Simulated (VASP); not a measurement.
Crystal: P.

```xyz
1
Lattice="1.5400 1.5400 1.5400 -1.5400 1.5400 1.5400 -1.5400 -1.5400 1.5400" Properties=species:S:1:pos:R:3 pbc="T T T"
P     0.0000    0.0000    0.0000
```

This isn't the form of P at room conditions, which is orthorhombic.

```yaml
Program: VASP 6.6.1
Task: relaxation of cell and atoms
Functional: LDA
Potentials_or_basis: VASP PAW LDA potentials, release 64 (P)
Cutoff: 600 eV
k_mesh: 12 × 12 × 12
Occupations: gaussian, width 0.05 eV
Spin: no spin polarisation
```

At the start: pressure -6.1 GPa; volume 14.61 Å³/atom.

Task: How do energy, volume and symmetry change on relaxing?

Result: Over 3 steps the energy falls by 19.4 meV/atom and the volume is 13.65 Å³/atom (-6.6 %); space group Im-3m (No. 229, to 0.1 Å) before and after.

The path:
```
step  energy change (eV)  largest force (eV/Å)  pressure (GPa)  volume (Å³)
   1              0.0000                0.0000           -6.15        14.61
   2             -0.0185                0.0000            1.50        13.46
   3             -0.0194                0.0000            0.07        13.65
```

Final structure:
```
P
1.0
     1.50545    1.50545    1.50545
    -1.50545    1.50545    1.50545
    -1.50545   -1.50545    1.50545
P
1
Cartesian
  0.0000 0.0000 0.0000
```
